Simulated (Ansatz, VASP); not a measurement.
## Two plane-wave programs on WC

INCAR

```
SYSTEM = WC
  PREC = Accurate
  ENCUT = 520
  EDIFF = 1E-6
  ISMEAR = 0
  SIGMA = 0.1
  LREAL = .False.
  LASPH = .True.
  NELM = 80
  ALGO = Normal
  ISIF = 2
  LWAVE = .False.
  LCHARG = .False.
  GGA = PE
  NBANDS = 46
```

The input KPOINTS:

```
Automatic mesh
0
Gamma
  12 12 1
  0 0 0
```

Contents of POSCAR:

```
WC
1.0
    2.8470769657      0.0000000000      0.0000000000
    0.0000000000      2.9217712149      0.0000000000
    0.0000000000      0.0000000000     17.2778696859
W C
4 4
Direct
    0.0000000000      0.5000000000      0.2315100225
    0.0000000000      0.0000000000      0.3779591011
    0.0000000000      0.5000000000      0.5244081798
    0.0000000000      0.0000000000      0.6708572584
    0.5000000000      0.5000000000      0.3291427416
    0.5000000000      0.0000000000      0.4755918202
    0.5000000000      0.5000000000      0.6220408989
    0.5000000000      0.0000000000      0.7684899775
```

Input for Ansatz:

```yaml
crystal:
  lattice:
    - [2.8470769657, 0.0, 0.0]
    - [0.0, 2.9217712149, 0.0]
    - [0.0, 0.0, 17.2778696859]
  atoms:
    - { symbol: W, position: [0.0, 0.5, 0.2315100225] }
    - { symbol: C, position: [0.5, 0.5, 0.3291427416] }
    - { symbol: W, position: [0.0, 0.0, 0.3779591011] }
    - { symbol: C, position: [0.5, 0.0, 0.4755918202] }
    - { symbol: W, position: [0.0, 0.5, 0.5244081798] }
    - { symbol: C, position: [0.5, 0.5, 0.6220408989] }
    - { symbol: W, position: [0.0, 0.0, 0.6708572584] }
    - { symbol: C, position: [0.5, 0.0, 0.7684899775] }
basis:
  ecutwfc: 420
kpoints:
  mp_grid: { grid: [12, 12, 1] }
hamiltonian:
  xc: pbe
scf:
  occupations: { method: gaussian, width: 0.1 }
output:
  forces: true
  stress: true
  eigenvalues: true
```

Alike in both runs: task single point; functional PBE; k mesh 12 × 12 × 1; occupations gaussian, width 0.1 eV; no spin polarisation.

```csv
,VASP,Ansatz
version,VASP 6.6.1,Ansatz 0.2.0
potentials or method,"VASP PAW PBE potentials, release 64 (W_sv, C), cutoff 520 eV","scalar-relativistic, plane waves, PAW"
valence electrons in the cell,72,72
```

Ansatz gave:

```
gap on the k mesh at the Fermi level (eV) : none
rms of the force components (eV/Å)        : 0.756
```

Question: Estimate VASP's values.

Answer: gap on the k mesh at the Fermi level (eV): none; rms of the force components (eV/Å): 0.751.

A gap of «none» marks a metal or a gap that the smearing closes.

Spin-orbit coupling is off throughout.
